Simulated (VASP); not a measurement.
# CdS (R3m) in VASP: notebook

Runs on CdS. Level: PBE. Tasks: single point.

All numbers are computed with VASP 6.6.1; they aren't measurements. Logs are shortened: lines on timing, memory, paths and dates and some standing lists are left out, and cuts for length are marked.

## 1. The cell of the first run

Symmetry: R3m, No. 160, trigonal system. Conventional cell: a = 4.214 Å, b = 4.214 Å, c = 10.195 Å, α = 90.00°, β = 90.00°, γ = 120.00°. Cd (site symmetry 3m) has 4 S at 2.55 to 2.58 Å within 3.4 Å. Within 3.4 Å of S (site symmetry 3m) lie 4 Cd at 2.55 to 2.58 Å.

## 2. Single point, PBE

The input, INCAR:

```
PREC = Accurate ; ENCUT = 500
EDIFF = 1E-6 ; ISMEAR = 0
SIGMA = 0.02 ; LREAL = F
LASPH = T ; NELM = 120
ALGO = Normal ; ISIF = 2
LWAVE = F ; LCHARG = F
GGA = PE ; ISYM = 0
NBANDS = 16 ; GGA_COMPAT = F
```

The input, KPOINTS:

```
regular mesh
0
Gamma
  9 9 10
```

The input, POSCAR:

```
CdS
1.0
    4.2144047889      0.0000000000      0.0000000000
   -2.1072023945      3.6497816090      0.0000000000
    2.1072023945     -1.2165938697      3.3982492577
Cd S
1 1
Direct
    0.0000000000      0.0000000000      0.0000000000
    0.7500000000      0.2500000000      0.7500000000
```

Potentials or basis: VASP PAW PBE potentials, release 64 (Cd, S).

The run is started by

```bash
cat potpaw_PBE.64/Cd/POTCAR potpaw_PBE.64/S/POTCAR > POTCAR
mpirun -np 1 vasp_std > vasp.out
```

OUTCAR:

```text
PREC = Accurate
   ENCUT = 500
   EDIFF = 1E-6
   ISMEAR = 0
   LREAL = F
   LASPH = T
   NELM = 120
   ISIF = 2
   GGA = PE
   ISYM = 0

 ion  position               nearest neighbor table
   1  0.000  0.000  0.000-   2 2.55   2 2.58   2 2.58   2 2.58
   2  0.750  0.250  0.750-   1 2.55   1 2.58   1 2.58   1 2.58

IMPORTANT INFORMATION: All symmetrisations will be switched off!
NOSYMM: (Re-)initialisation of all symmetry stuff for point group C_1.

----------------------------------------------------------------------------------------

                                     Primitive cell

  volume of cell :      52.2707

  direct lattice vectors                    reciprocal lattice vectors
     4.214404789  0.000000000  0.000000000     0.237281431  0.136994498 -0.098089724
    -2.107202394  3.649781609  0.000000000     0.000000000  0.273988996  0.098089724
     2.107202394 -1.216593870  3.398249258     0.000000000  0.000000000  0.294269173

  length of vectors
     4.214404789  4.214404789  4.179533538     0.291018151  0.291018151  0.294269173

  position of ions in fractional coordinates (direct lattice)
     0.000000000  0.000000000  0.000000000
     0.750000000  0.250000000  0.750000000

  ion indices of the primitive-cell ions
   primitive index   ion index
                 1           1
                 2           2

----------------------------------------------------------------------------------------

 KPOINTS: regular mesh

Automatic generation of k-mesh.
 Grid dimensions read from file:
 generate k-points for:    9    9   10

 Generating k-lattice:

  Cartesian coordinates                     Fractional coordinates (reciprocal lattice)
     0.026364603  0.015221611 -0.010898858     0.111111111  0.000000000  0.000000000
     0.000000000  0.030443222  0.010898858     0.000000000  0.111111111 -0.000000000
     0.000000000  0.000000000  0.029426917     0.000000000  0.000000000  0.100000000

  Length of vectors
     0.032335350  0.032335350  0.029426917

  Shift w.r.t. Gamma in fractional coordinates (k-lattice)
     0.000000000  0.000000000  0.000000000

 -----------------------------------------------------------------------------
|                                                                             |
|           W    W    AA    RRRRR   N    N  II  N    N   GGGG   !!!           |
|           W    W   A  A   R    R  NN   N  II  NN   N  G    G  !!!           |
|           W    W  A    A  R    R  N N  N  II  N N  N  G       !!!           |
|           W WW W  AAAAAA  RRRRR   N  N N  II  N  N N  G  GGG   !            |
|           WW  WW  A    A  R   R   N   NN  II  N   NN  G    G                |
|           W    W  A    A  R    R  N    N  II  N    N   GGGG   !!!           |
|                                                                             |
|     Your reciprocal lattice and k-lattice belong to different lattice       |
|     classes:                                                                |
|                                                                             |
|        The reciprocal lattice is rhombohedral (trigonal),                   |
|        whereas your k-lattice is base-centered monoclinic.                  |
|                                                                             |
|     Results are often still useful ...                                      |
|                                                                             |
 -----------------------------------------------------------------------------

 WARNING: IBZKPT: internal override: KBLOWUP is changed to .FALSE.
      ... skipping the blow-up phase ...

 Subroutine IBZKPT returns following result:
 ===========================================

 Found    406 irreducible k-points:

 Following reciprocal coordinates:
            Coordinates               Weight
  0.000000  0.000000  0.000000      1.000000
  0.111111  0.000000  0.000000      2.000000
  0.222222  0.000000  0.000000      2.000000
  0.333333  0.000000  0.000000      2.000000
  0.444444  0.000000  0.000000      2.000000
  0.000000  0.111111  0.000000      2.000000
[... 16 lines left out ...]
 -0.111111  0.222222  0.000000      2.000000
  0.000000  0.333333  0.000000      2.000000
 [... further k-points ...]
   k-points           NKPTS =    406   k-points in BZ     NKDIM =    406   number of bands    NBANDS=     16
   number of dos      NEDOS =    301   number of ions     NIONS =      2
   total plane-waves  NPLWV =  30720
   dimension x,y,z NGX =    32 NGY =   32 NGZ =   30
   dimension x,y,z NGXF=    64 NGYF=   64 NGZF=   60
   ions per type =               1   1
   NGX,Y,Z   is equivalent  to a cutoff of  12.62, 12.62, 11.93 a.u.
   NGXF,Y,Z  is equivalent  to a cutoff of  25.25, 25.25, 23.87 a.u.
 SYSTEM =  unknown system
   PREC   = accura    normal or accurate (medium, high low for compatibility)
   ISTART =      0    job   : 0-new  1-cont  2-samecut
   ICHARG =      2    charge: 1-file 2-atom 10-const
   ISPIN  =      1    spin polarized calculation?
   LNONCOLLINEAR =      F non collinear calculations
   LSORBIT =      F    spin-orbit coupling
   LASPH  =      T    aspherical Exc in radial PAW
   ENCUT  =  500.0 eV  36.75 Ry    6.06 a.u.   7.68  7.68  7.62*2*pi/ulx,y,z
   NELM   =    120;   NELMIN=  2; NELMDL= -5     # of ELM steps
   EDIFF  = 0.1E-05   stopping-criterion for ELM
   LREAL  =      F    real-space projection
   EDIFFG = 0.1E-04   stopping-criterion for IOM
   NSW    =      0    number of steps for IOM
   IBRION =     -1    ionic relax: 0-MD 1-quasi-New 2-CG
   NFREE  =      0    steps in history (QN), initial steepest desc. (CG)
   ISIF   =      2    stress and relaxation
   ISYM   =      0    0-nonsym 1-usesym 2-fastsym
   POTIM  = 0.5000    time-step for ionic-motion
   TEBEG  =    0.0;   TEEND  =   0.0 temperature during run
   PSTRESS=    0.0 pullay stress
   NELECT =      18.0000    total number of electrons
   NUPDOWN=      -1.0000    fix difference up-down
   EMIN   =  10.00;   EMAX   =-10.00  energy-range for DOS
   EFERMI =   0.00;   METHOD = LEGACY
   ISMEAR =     0;   SIGMA  =   0.02  broadening in eV -4-tet -1-fermi 0-gaus
   EFERMI_NEDOS =   21; number of points for ismear=-14 and -15
   IALGO  =     38    algorithm
   IMIX   =      4    mixing-type and parameters
     AMIX     =   0.40;   BMIX     =  1.00
     AMIX_MAG =   1.60;   BMIX_MAG =  1.00
  volume/ion in A,a.u.               =      26.14       176.37
  Fermi-wavevector in a.u.,A,eV,Ry     =   1.147483  2.168428 17.915022  1.316717
  Thomas-Fermi vector in A             =   2.284163
   LORBIT       =      0    0 simple, 1 ext, 2 COOP (PROOUT), +10 PAW based schemes
   GGA     = PE    functional components
   LHFCALC =     F    Hartree Fock is set to
   AEXX    =    0.0000 exact exchange contribution
   IVDW    =     0    specifies the selected vdW correction
   LEPSILON=     F    determine dielectric tensor
   LRPA    =     F    only Hartree local field effects (RPA)
 non-spin polarized calculation
 Gauss-broadening in eV      SIGMA  =   0.02
  energy-cutoff  :      500.00
  volume of cell :       52.27
 maximum number of plane-waves:      1351
   NGX = 15   NGY = 15   NGZ = 15

 number of electron      17.9999998 magnetization

 Free energy of the ion-electron system (eV)
  ---------------------------------------------------
  ext. energy  EPLUGINS =         0.00000000
  ---------------------------------------------------
  free energy    TOTEN  =        -6.14602912 eV

  energy without entropy =       -6.14602912  energy(sigma->0) =       -6.14602912

 E-fermi :   1.0181     XC(G=0):  -8.9080

 val. band max:        0.9033500785   @ k =   0.0000   0.0000   0.0000
 cond. band min:       1.9157093350   @ k =   0.0000   0.0000   0.0000
 fundamental gap:      1.0123592565
 Fermi energy:         1.0180896910

 k-point     1 :       0.0000    0.0000    0.0000
  band No.  band energies     occupation
      1     -11.1821      2.00000
      2      -6.6815      2.00000
      3      -6.6688      2.00000
      4      -6.6688      2.00000
      5      -6.2610      2.00000
      6      -6.2610      2.00000
[... 8 lines left out ...]
     15      12.2820      0.00000
     16      12.2820      0.00000

 k-point     2 :       0.1111    0.0000    0.0000
  band No.  band energies     occupation
      1     -11.1384      2.00000
      2      -6.6650      2.00000
      3      -6.6537      2.00000
      4      -6.6294      2.00000
      5      -6.2618      2.00000
      6      -6.2615      2.00000
[... 8 lines left out ...]
     15      11.8056      0.00000
     16      12.6145      0.00000

 k-point     3 :       0.2222    0.0000    0.0000
  band No.  band energies     occupation
      1     -11.0273      2.00000
      2      -6.6281      2.00000
      3      -6.6187      2.00000
      4      -6.4935      2.00000
      5      -6.2595      2.00000
      6      -6.2583      2.00000
[... 8 lines left out ...]
     15      11.4876      0.00000
     16      12.2550      0.00000

 k-point     4 :       0.3333    0.0000    0.0000
  band No.  band energies     occupation
      1     -10.9007      2.00000
      2      -6.5937      2.00000
      3      -6.5864      2.00000
      4      -6.2497      2.00000
      5      -6.2472      2.00000
      6      -6.2409      2.00000
[... 8 lines left out ...]
     15      11.8628      0.00000
     16      11.9839      0.00000

 k-point     5 :       0.4444    0.0000    0.0000
  band No.  band energies     occupation
      1     -10.8185      2.00000
      2      -6.5765      2.00000
      3      -6.5707      2.00000
      4      -6.2325      2.00000
      5      -6.2304      2.00000
      6      -5.9777      2.00000
[... 8 lines left out ...]
     15      12.9207      0.00000
     16      13.0568      0.00000

 k-point     6 :       0.0000    0.1111    0.0000
  band No.  band energies     occupation
      1     -11.1384      2.00000
      2      -6.6650      2.00000
      3      -6.6537      2.00000
      4      -6.6294      2.00000
      5      -6.2618      2.00000
      6      -6.2615      2.00000
[... 8 lines left out ...]
     15      11.8056      0.00000
     16      12.6145      0.00000

 k-point     7 :       0.1111    0.1111    0.0000
  band No.  band energies     occupation
      1     -11.0728      2.00000
      2      -6.6457      2.00000
      3      -6.6219      2.00000
      4      -6.5650      2.00000
      5      -6.2707      2.00000
      6      -6.2511      2.00000
[... 8 lines left out ...]
     15      11.7318      0.00000
     16      13.4010      0.00000

 k-point     8 :       0.2222    0.1111    0.0000
  band No.  band energies     occupation
      1     -10.9569      2.00000
      2      -6.6070      2.00000
      3      -6.5852      2.00000
      4      -6.4015      2.00000
      5      -6.2714      2.00000
      6      -6.2311      2.00000
[... 8 lines left out ...]
     15      12.0306      0.00000
     16      13.0865      0.00000

 k-point     9 :       0.3333    0.1111    0.0000
  band No.  band energies     occupation
      1     -10.8455      2.00000
      2      -6.5722      2.00000
      3      -6.5626      2.00000
      4      -6.2576      2.00000
      5      -6.2536      2.00000
      6      -6.0960      2.00000
[... 8 lines left out ...]
     15      12.4064      0.00000
     16      13.1819      0.00000
[... 172 lines left out ...]
 k-point    19 :       0.4444    0.2222    0.0000
  band No.  band energies     occupation
      1     -10.7469      2.00000
      2      -6.5306      2.00000
      3      -6.4938      2.00000
      4      -6.2946      2.00000
      5      -6.2283      2.00000
      6      -5.8330      2.00000
[... 8 lines left out ...]
     15      12.9042      0.00000
     16      14.1391      0.00000

 k-point    20 :      -0.4444    0.2222   -0.0000
  band No.  band energies     occupation
      1     -10.7868      2.00000
      2      -6.5294      2.00000
      3      -6.4945      2.00000
      4      -6.3439      2.00000
      5      -6.2141      2.00000
      6      -6.0103      2.00000
[... 8 lines left out ...]
     15      13.4287      0.00000
     16      14.3088      0.00000

 k-point    21 :      -0.3333    0.2222   -0.0000
  band No.  band energies     occupation
      1     -10.8766      2.00000
      2      -6.5374      2.00000
      3      -6.5200      2.00000
      4      -6.4209      2.00000
      5      -6.2216      2.00000
      6      -6.2183      2.00000
[... 8 lines left out ...]
     15      12.8253      0.00000
     16      14.6564      0.00000

 k-point    22 :      -0.2222    0.2222    0.0000
  band No.  band energies     occupation
      1     -10.9748      2.00000
      2      -6.5667      2.00000
      3      -6.5545      2.00000
      4      -6.5340      2.00000
      5      -6.2818      2.00000
      6      -6.2305      2.00000
[... 8 lines left out ...]
     15      12.6032      0.00000
     16      14.9016      0.00000

 k-point    23 :      -0.1111    0.2222    0.0000
  band No.  band energies     occupation
      1     -11.0345      2.00000
      2      -6.6186      2.00000
      3      -6.6081      2.00000
      4      -6.5355      2.00000
      5      -6.2766      2.00000
      6      -6.2438      2.00000
[... 8 lines left out ...]
     15      12.2139      0.00000
     16      13.3501      0.00000

 k-point    24 :       0.0000    0.3333    0.0000
  band No.  band energies     occupation
      1     -10.9007      2.00000
      2      -6.5937      2.00000
      3      -6.5864      2.00000
      4      -6.2497      2.00000
      5      -6.2472      2.00000
      6      -6.2409      2.00000
[... 8 lines left out ...]
     15      11.8628      0.00000
     16      11.9839      0.00000

 [... further k-points ...]
[... 5 lines left out ...]
  --------------------------------------------------------------------------------------
  -------------------------------------------------------------------------------------
  Total       -0.1088627     -0.1090176      0.2716314     -0.0001369     -0.0000846      0.0001479
  in kB       -3.3368081     -3.3415577      8.3259194     -0.0041966     -0.0025940      0.0045345
  external PRESSURE =       0.5491845 kB  Pullay stress =       0.0000000 kB

 VOLUME and BASIS-vectors are now :
 -----------------------------------------------------------------------------
  energy-cutoff  :      500.00
  volume of cell :       52.27
      direct lattice vectors                 reciprocal lattice vectors
     4.214404789  0.000000000  0.000000000     0.237281431  0.136994498 -0.098089724
    -2.107202394  3.649781609  0.000000000     0.000000000  0.273988996  0.098089724
     2.107202394 -1.216593870  3.398249258     0.000000000  0.000000000  0.294269173

 POSITION                                       TOTAL-FORCE (eV/Angst)
 -----------------------------------------------------------------------------------
      0.00000      0.00000      0.00000         0.000009     -0.000005     -0.080801
      4.21440     -0.00000      2.54869        -0.000009      0.000005      0.080801
 -----------------------------------------------------------------------------------
    total drift:                                0.000007     -0.000004     -0.000201

  FREE ENERGIE OF THE ION-ELECTRON SYSTEM (eV)
  ---------------------------------------------------
  free  energy   TOTEN  =        -6.1460291175 eV

  energy  without entropy=       -6.1460291175  energy(sigma->0) =       -6.14602912
```

Run time: 7.7 min. Hardware: 1 thread of AMD EPYC 7R13, shared host; peak memory 0.4 GiB.

Results:

```
Free energy            : -6.1460 eV
Pressure               : 0.1 GPa
Largest force          : 0.081 eV/Å
Band gap on the k mesh : 1.01 eV, direct
```

Forces on the atoms (eV/Å):
```
Cd   0.000  0.000 -0.081
S    0.000  0.000  0.081
```

## 3. Single point, PBE

This run uses another cell than the first one, of 26.19 Å³/atom, 1.002 times its volume.

INCAR is that of step 2.

The input, KPOINTS:

```
Automatic mesh
0
Gamma
  9 9 10
```

The input, POSCAR:

```
CdS
1.0
    4.2144047889      0.0000000000     -0.0000028512
   -2.1072023945      3.6497816090      0.0000028512
    2.1072000955     -1.2165925423      3.4059527960
Cd S
1 1
Direct
    0.0006822238     -0.0006822238     -0.0020460829
    0.7493177762      0.2506822238      0.7520460829
```

Potentials or basis: VASP PAW PBE potentials, release 64 (Cd, S).

The run is started by

```bash
cat potpaw_PBE.64/Cd/POTCAR potpaw_PBE.64/S/POTCAR > POTCAR
mpirun -np 1 vasp_std > vasp.out
```

Wall time 7.8 min (1 thread of AMD EPYC 7R13, shared host); peak memory 0.39 GiB.

Results (log left out):

* Free energy: -6.1470 eV
* Pressure: -0.1 GPa
* Band gap on the k mesh: 1.00 eV, direct

Forces in eV/Å, atoms in the order of the input:
```
Cd   0.000  0.000 -0.003
S    0.000  0.000  0.003
```

Stress tensor (GPa, compression positive):
```
-0.26  0.00  0.00
 0.00 -0.26  0.00
 0.00  0.00  0.27
```

Levels at points of the mesh, in eV from the valence-band top:
```tsv
k point	band 6	band 7	band 8	band 9	band 10	band 11	band 12	band 13
(0.00, 0.00, 0.00)	-7.16	-0.04	-0.04	0.00	1.00	6.49	6.49	6.61
(0.00, 0.00, 0.50)	-6.82	-4.08	-0.72	-0.72	2.85	6.92	6.92	7.33
```
